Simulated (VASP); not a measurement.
A run of VASP 6.6.1:

File INCAR:

```
PREC = Accurate
ENCUT = 520
EDIFF = 1E-6
ISMEAR = -1
SIGMA = 0.1
LREAL = False
LASPH = True
NELM = 60
ALGO = Normal
ISIF = 2
LWAVE = False
LCHARG = True
GGA = CA
LELF = True
LVHAR = True
NBANDS = 12
```

File KPOINTS:

```
Automatic mesh
0
Gamma
  14 14 14
```

The input POSCAR:

```
Cd
1.0
   -1.6473915344      1.6473915344      1.6473915344
    1.6473915344     -1.6473915344      1.6473915344
    1.6473915344      1.6473915344     -1.6473915344
Cd
1
Direct
    0.0000000000      0.0000000000      0.0000000000
```

Potentials or basis: VASP PAW LDA potentials, release 64 (Cd).

Launch:

```sh
$ cat potpaw_LDA.64/Cd/POTCAR > POTCAR
$ mpirun -np 1 vasp_std > vasp.out
```

Hardware: 1 thread of Intel(R) Xeon(R) 6975P-C (Granite Rapids), on a shared host.

Task: How long does it take, and how much memory?

Result: It took 7.9 s on 1 thread of Intel(R) Xeon(R) 6975P-C (Granite Rapids), on a shared host, peak memory 0.13 GiB. Counts: scf iterations 11, k points 104.
